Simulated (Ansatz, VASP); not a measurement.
CaO in VASP and in Ansatz

File INCAR:

```
SYSTEM = CaO
PREC = Accurate ; ENCUT = 520
EDIFF = 1E-6 ; ISMEAR = -1
SIGMA = 0.02 ; LREAL = .FALSE.
LASPH = .TRUE. ; NELM = 80
ALGO = Normal ; ISIF = 2
LWAVE = .FALSE. ; LCHARG = .FALSE.
GGA = PE ; NBANDS = 15
```

The input KPOINTS:

```
Automatic mesh
0
G
  10 10 10
  0 0 0
```

File POSCAR:

```
CaO
1.0
    0.0000000000      2.3975501188      2.3975501188
    2.3766914328      0.0000000000      2.3975501188
    2.3766914328      2.3975501188      0.0000000000
Ca O
1 1
Direct
    0.0000000000      0.0000000000      0.0000000000
    0.5000000000      0.5000000000      0.5000000000
```

Input for Ansatz:

```yaml
crystal:
  lattice:
    - [0.0, 2.3975501188, 2.3975501188]
    - [2.3766914328, 0.0, 2.3975501188]
    - [2.3766914328, 2.3975501188, 0.0]
  atoms:
    - { symbol: Ca, position: [0.0, 0.0, 0.0] }
    - { symbol: O, position: [0.5, 0.5, 0.5] }
kpoints:
  mp_grid: { grid: [10, 10, 10] }
  band_path:
    path:
      - [0.0, 0.0, 0.0]
      - [0.5, 0.0, 0.5]
      - [0.625, 0.25, 0.625]
      - [0.375, 0.375, 0.75]
      - [0.5, 0.5, 0.5]
      - [0.5, 0.25, 0.75]
    npoints: 1
hamiltonian:
  xc: pbe
scf:
  occupations: { method: fermi_dirac, width: 0.02 }
  n_extra_bands: 4
output:
  forces: true
  stress: true
  eigenvalues: true
```

Change from the starting cell: uniaxial_x strain -0.9%.

Alike in both runs: task single point; functional PBE; k mesh 10 × 10 × 10; occupations fermi-dirac, width 0.02 eV; no spin polarisation.

|  | VASP | Ansatz |
| --- | --- | --- |
| version | VASP 6.6.1 | Ansatz 0.2.0 |
| potentials or method | VASP PAW PBE potentials, release 64 (Ca_sv, O) | plane waves, PAW |
| plane-wave cutoff (eV) | 520 | 420 |
| valence electrons in the cell | 16 | 16 |

Ansatz gave:

* gap on the k mesh at the Fermi level (eV): 3.62
* pressure (GPa): 3.5
* traceless stress, the component that is largest in VASP (GPa): 1.01

Task: Estimate VASP's values.

Result: gap on the k mesh at the Fermi level (eV): 3.60; pressure (GPa): 4.1; traceless stress, the component that is largest in VASP (GPa): 1.06.

The functional is the same, so the differences come from potentials, cutoffs and numerics.
